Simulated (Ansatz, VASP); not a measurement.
# Two plane-wave programs on Ag

```
CELL_PARAMETERS angstrom
2.89277 0.00000 0.00000
-1.44638 2.50521 0.00000
0.00000 0.00000 9.42006
ATOMIC_POSITIONS crystal
Ag 0.33333 0.66667 0.25000
Ag 0.66667 0.33333 0.75000
Ag 0.00000 0.00000 0.00000
Ag 0.00000 0.00000 0.50000
```

Change from the starting cell: strain -0.015 along x and y, -0.015 along z, atoms carried along.

Alike in both runs: task single point; functional PBE; k mesh 18 × 18 × 6; occupations gaussian, width 0.15 eV; no spin polarisation.

|  | VASP | Ansatz |
| --- | --- | --- |
| version | VASP 6.6.1 | Ansatz 0.2.0 |
| potentials or method | VASP PAW PBE potentials, release 64 (Ag), cutoff 520 eV | scalar-relativistic, plane waves, PAW |
| valence electrons in the cell | 44 | 76 |

VASP gave:

* gap on the k mesh at the Fermi level (eV): none
* pressure (GPa): 4.6
* traceless stress, the component that is largest in VASP (GPa): 0.24

Estimate Ansatz's values.

gap on the k mesh at the Fermi level (eV): none; pressure (GPa): 4.7; traceless stress, the component that is largest in VASP (GPa): 0.24.

A gap of «none» marks a metal or a gap that the smearing closes. With one functional, cell and mesh, what is left measures potentials, basis and numerics. VASP's potentials hold 44 valence electrons a cell and Ansatz's 76, so a difference there can come from the potentials and not from the codes.
